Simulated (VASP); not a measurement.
Runs of VASP 6.6.1 on AlNi. The structure is that of space group Pm-3m (No. 221), or close to it. The cells are those of the table. 

| task | spin | cell | k mesh | gap on the mesh (eV) | pressure (GPa) |
| --- | --- | --- | --- | --- | --- |
| single point | off | a = 2.860 Å, 2 atoms | 14 × 14 × 14 | none | -4.8 |
| relaxation of cell and atoms | off | relaxed from a = 2.860 Å, 2 atoms | 14 × 14 × 14 | none | 0.0 |
| single point | off | a = 2.915 Å, 2 atoms | 14 × 14 × 14 | none | -12.9 |
| single point | off | a = 2.804 Å, 2 atoms | 14 × 14 × 14 | none | 6.5 |
| single point | off | a = 2.745 Å, 2 atoms | 14 × 14 × 14 | none | 22.0 |
| single point | collinear, ferromagnetic start | a = 2.860 Å, 2 atoms | 6 × 6 × 6 | none | -4.2 |
| single point | off | a = 2.888 Å, 2 atoms | 14 × 14 × 14 | none | (a) |
| single point | off | a = 2.775 Å, 2 atoms | 14 × 14 × 14 | none | (b) |

Alike in all rows: level LDA; potentials or basis VASP PAW LDA potentials, release 64 (Al, Ni); cutoff (eV) 600; smearing gaussian 0.1 eV.

Q: Fill in the values left out.

A: (a) -9.2; (b) 13.6.

Caveats: some runs use coarse meshes; the cell stands under tension (at least some runs); the cell stands under pressure (at least some runs); the moments typed at the start vanished in this run (at least some runs).

A gap of «none» marks levels without a gap at the run's occupations.
